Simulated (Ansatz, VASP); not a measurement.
# BaCu3: VASP beside Ansatz

```
Ba Cu
1.0
     4.30900    0.00000    0.00000
     0.00000    4.30900    0.00000
     0.00000    0.00000    4.30900
Ba Cu
1 3
Direct
  0.00000 0.00000 0.00000
  0.00000 0.50000 0.50000
  0.50000 0.50000 0.00000
  0.50000 0.00000 0.50000
```

Alike in both runs: task single point; functional PBEsol; k mesh 8 × 8 × 8; occupations gaussian, width 0.05 eV; no spin polarisation.

|  | VASP | Ansatz |
| --- | --- | --- |
| version | VASP 6.6.1 | Ansatz 0.2.0 |
| potentials or method | VASP PAW PBE potentials, release 64 (Ba_sv, Cu), cutoff 520 eV | scalar-relativistic, plane waves, PAW |
| valence electrons in the cell | 43 | 67 |

Ansatz gave:

```
gap on the k mesh at the Fermi level (eV) : none
pressure (GPa)                            : 0.0
```

Question: What did VASP give for the same quantities?

Answer: gap on the k mesh at the Fermi level (eV): none; pressure (GPa): 1.2.

VASP's potentials were made for PBE, not for PBEsol. A gap of «none» marks a metal or a gap that the smearing closes. With one functional, cell and mesh, what is left measures potentials, basis and numerics. VASP's potentials hold 43 valence electrons a cell and Ansatz's 67, so a difference there can come from the potentials and not from the codes.

Spin-orbit coupling is off throughout.
